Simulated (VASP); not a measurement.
Fe:

```xyz
1
Lattice="-1.4304 1.4304 1.4304 1.4304 -1.4304 1.4304 1.4304 1.4304 -1.4304" Properties=species:S:1:pos:R:3 pbc="T T T"
Fe    0.0000    0.0000    0.0000
```

Base run:

```yaml
Program: VASP 6.6.1
Functional: PBE
Potentials_or_basis: VASP PAW PBE potentials, release 64 (Fe_sv)
Cutoff: 690 eV
k_mesh: 12 × 12 × 12
Occupations: fermi-dirac, width 0.05 eV
Spin: collinear spin, ferromagnetic start
Starting_moments: "[3.06] μB"
Fixed_moment: 3.06 μB
Hubbard_terms: Fe d U = 5.3 eV
```

Its results: pressure 25.3 GPa; site moments Fe +3.23 μB.

After a change of settings the same cell gave: pressure 8.3 GPa; site moments Fe +2.79 μB. Which change was it?
A. fixed moment from 3.06 μB to 1.23 μB; moments at the start from [3.06] to [1.23]
B. fixed moment from 3.06 μB to 2.45 μB; moments at the start from [3.06] to [2.45]
C. fixed moment from 3.06 μB to 3.68 μB; moments at the start from [3.06] to [3.68]
D. fixed moment from 3.06 μB to 4.29 μB; moments at the start from [3.06] to [4.29]

B.

Caveats: the cell stands under pressure; the total moment is fixed, so each spin has its own Fermi level and the state may be an excited one; the U is typed as a test and isn't derived for this compound.
